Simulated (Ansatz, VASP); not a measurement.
**Two plane-wave programs on Mg**

```xyz
1
Lattice="3.1418 0.0000 0.0000 -1.5709 2.7209 0.0000 0.0000 0.0000 2.9992" Properties=species:S:1:pos:R:3 pbc="T T T"
Mg    0.0000    0.0000    0.0000
```

Change from the starting cell: strain +0.030 along x and y, -0.015 along z, atoms carried along.

Alike in both runs: task single point; functional LDA; k mesh 18 × 18 × 16; occupations gaussian, width 0.15 eV; no spin polarisation.

|  | VASP | Ansatz |
| --- | --- | --- |
| version | VASP 6.6.1 | Ansatz 0.2.0 |
| potentials or method | VASP PAW LDA potentials, release 64 (Mg), cutoff 520 eV | scalar-relativistic, plane waves, PAW |
| valence electrons in the cell | 2 | 10 |

Ansatz gave:

* gap on the k mesh at the Fermi level (eV): none
* pressure (GPa): -1.8
* traceless stress, the component that is largest in VASP (GPa): 1.87

Task: Estimate VASP's values.

Result: gap on the k mesh at the Fermi level (eV): none; pressure (GPa): -2.0; traceless stress, the component that is largest in VASP (GPa): 1.89.

LDA's correlation is that of Perdew and Zunger in VASP and of Perdew and Wang (1992) in Ansatz. A gap of «none» marks a metal or a gap that the smearing closes. VASP's potentials hold 2 valence electrons a cell and Ansatz's 10, so a difference there can come from the potentials and not from the codes.
